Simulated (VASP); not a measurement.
# SiO2: single point with LDA

The system is SiO2.

```
Si O
1.0
     4.22990    0.00000    0.00000
     0.00000    4.22990    0.00000
     0.00000    0.00000    2.66131
Si O
2 4
Direct
  0.50000 0.50000 0.50000
  0.00000 0.00000 0.00000
  0.69443 0.69443 0.00000
  0.19443 0.80557 0.50000
  0.30557 0.30557 0.00000
  0.80557 0.19443 0.50000
```

- Program: VASP 6.6.1
- Task: single point
- Functional: LDA
- Potentials or basis: VASP PAW LDA potentials, release 64 (Si, O)
- Cutoff: 520 eV
- k mesh: 6 × 6 × 8
- Occupations: gaussian, width 0.05 eV
- Spin: no spin polarisation

```yaml
Pressure: -9.4 GPa
Largest_force: 0.309 eV/Å
Band_gap_on_the_k_mesh: 5.24 eV
```

Forces in eV/Å, atoms in the order of the input:
```
Si   0.000  0.000  0.000
Si   0.000  0.000  0.000
O   -0.219 -0.219  0.000
O   -0.219  0.219  0.000
O    0.219  0.219  0.000
O    0.219 -0.219  0.000
```

Stress tensor (GPa, compression positive):
```
-11.69   0.00   0.00
  0.00 -11.69   0.00
  0.00   0.00  -4.87
```

Levels at points of the mesh, in eV from the valence-band top:
```
           k point  band 14  band 15  band 16  band 17  band 18  band 19
(0.00, 0.00, 0.00)    -0.91    -0.91     0.00     5.24     6.58     8.31
(0.50, 0.00, 0.00)    -2.61    -1.07    -1.07     7.43     7.43     8.87
(0.50, 0.50, 0.00)    -2.65    -2.30    -2.30     7.14     7.14     9.80
(0.00, 0.00, 0.50)    -3.02    -2.65    -2.65     8.55     8.55    12.15
(0.50, 0.00, 0.50)    -2.30    -1.75    -1.75     8.28     8.28     9.31
(0.50, 0.50, 0.50)    -1.78    -1.53    -1.53     6.67     6.67    10.54
```

Wall time 49 s on 1 thread of Intel Xeon 8259CL, with other jobs on the host, peak memory 0.16 GiB.

Caveat: the cell stands under tension. A k mesh can miss the band edges.
